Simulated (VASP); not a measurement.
The system is Ba2SrRe.

```
Ba Sr Re
1.0
     4.26147    0.00000    0.00000
    -2.13074    3.69054    0.00000
     0.00000    0.00000   12.59987
Ba Sr Re
2 1 1
Direct
  0.33333 0.66667 0.28391
  0.33333 0.66667 0.71609
  0.00000 0.00000 0.00000
  0.00000 0.00000 0.50000
```

The cell was built from a structure type or drawn by symmetry, and may not be a known phase.

| Item | Value |
| --- | --- |
| Program | VASP 6.6.1 |
| Task | relaxation of cell and atoms |
| Functional | PBE |
| Potentials or basis | VASP PAW PBE potentials, release 64 (Ba_sv, Sr_sv, Re) |
| Cutoff | 600 eV |
| k mesh | 6 × 6 × 2 |
| Occupations | gaussian, width 0.1 eV |
| Spin | no spin polarisation |

At the start: pressure -3.5 GPa; volume 49.54 Å³/atom.

Task: Where does the relaxation end?

Result: Over 11 steps the energy falls by 341.8 meV/atom and the volume is 42.31 Å³/atom (-14.6 %); space group P-6m2 (No. 187, to 0.1 Å) before and after.

Step by step:
```tsv
step	energy change (eV)	largest force (eV/Å)	pressure (GPa)	volume (Å³)
1	0.0000	1.5946	-3.52	198.16
2	-0.8198	1.4834	-1.96	168.47
3	-1.0429	0.8841	1.08	148.01
4	-1.0443	0.9303	0.84	149.17
5	-1.1540	0.6535	0.96	151.24
6	-1.2906	0.0494	1.41	156.48
7	-1.3427	0.2417	-0.55	171.40
8	-1.3459	0.1816	-0.20	168.18
9	-1.3564	0.1207	-0.14	168.51
10	-1.3664	0.0165	0.02	169.03
11	-1.3673	0.0296	0.10	169.25
```

Final structure:
```
Ba Sr Re
1.0
     4.00426    0.00000    0.00000
    -2.00213    3.46779    0.00000
     0.00000    0.00000   12.18846
Ba Sr Re
2 1 1
Direct
  0.33333 0.66667 0.32154
  0.33333 0.66667 0.67846
  0.00000 0.00000 0.00000
  0.00000 0.00000 0.50000
```
